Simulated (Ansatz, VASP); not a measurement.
## One calculation of Te, two programs

The input INCAR:

```
ALGO     = Normal         # electronic algorithm
EDIFF    = 1E-7           # SCF threshold, eV
ENCUT    = 520            # plane-wave cutoff, eV
GGA      = PE             # functional
ISIF     = 2              # what is computed and relaxed
ISMEAR   = -1             # smearing method
LASPH    = True           # aspherical terms in the spheres
LCHARG   = False          # write CHGCAR
LREAL    = False          # projectors in reciprocal space
LWAVE    = False          # write WAVECAR
NBANDS   = 16             # bands
NELM     = 60             # most SCF steps
PREC     = Accurate       # precision mode
SIGMA    = 0.05           # smearing width, eV
```

File KPOINTS:

```
k-points
0
Gamma
  7 7 5
```

Contents of POSCAR:

```
Te
1.0
    4.4834975484      0.0000000000      0.0000000000
   -2.2417487742      3.8828227747      0.0000000000
    0.0000000000      0.0000000000      5.9632329314
Te
3
Direct
    0.7310000000      0.7310000000      0.0000000000
    0.0000000000      0.2690000000      0.6666666667
    0.2690000000      0.0000000000      0.3333333333
```

The input input.yaml:

```yaml
crystal:
  lattice:
    - [4.4834975484, 0.0, 0.0]
    - [-2.2417487742, 3.8828227747, 0.0]
    - [0.0, 0.0, 5.9632329314]
  atoms:
    - { symbol: Te, position: [0.731, 0.731, 0.0] }
    - { symbol: Te, position: [0.0, 0.269, 0.6666666667] }
    - { symbol: Te, position: [0.269, 0.0, 0.3333333333] }
hamiltonian:
  xc: pbe
  pseudopotentials: { kind: paw, azcp: { folder: soft_1 } }
kpoints:
  mp_grid: { grid: [7, 7, 5] }
scf:
  occupations: { method: fermi_dirac, width: 0.05 }
output:
  forces: true
  stress: true
  eigenvalues: true
```

Alike in both runs: task single point; functional PBE; k mesh 7 × 7 × 5; occupations fermi-dirac, width 0.05 eV; no spin polarisation.

|  | VASP | Ansatz |
| --- | --- | --- |
| version | VASP 6.6.1 | Ansatz 0.2.0 |
| potentials or method | VASP PAW PBE potentials, release 64 (Te) | Ansatz PAW soft_1 |
| plane-wave cutoff (eV) | 520 | 420 |
| valence electrons in the cell | 18 | 48 |

|  | VASP | Ansatz | Ansatz less VASP |
| --- | --- | --- | --- |
| gap on the k mesh at the Fermi level (eV) | 0.63 | 0.64 | +0.003 |
| least direct gap on the mesh (eV) | 0.77 | 0.78 | +0.011 |
| pressure (GPa) | 0.5 | 0.5 | +0.01 |
| rms of the force components (eV/Å) | 0.032 | 0.027 | -0.0046 |

Atom by atom the forces differ by 0.005 eV/Å (rms over components). VASP's potentials hold 18 valence electrons a cell and Ansatz's 48, so a difference there can come from the potentials and not from the codes.

Spin-orbit coupling is off throughout. Noted on Ansatz's run: odd divisions of the mesh miss points on the zone boundary, where band edges often lie, so the gap on the mesh can be too wide.
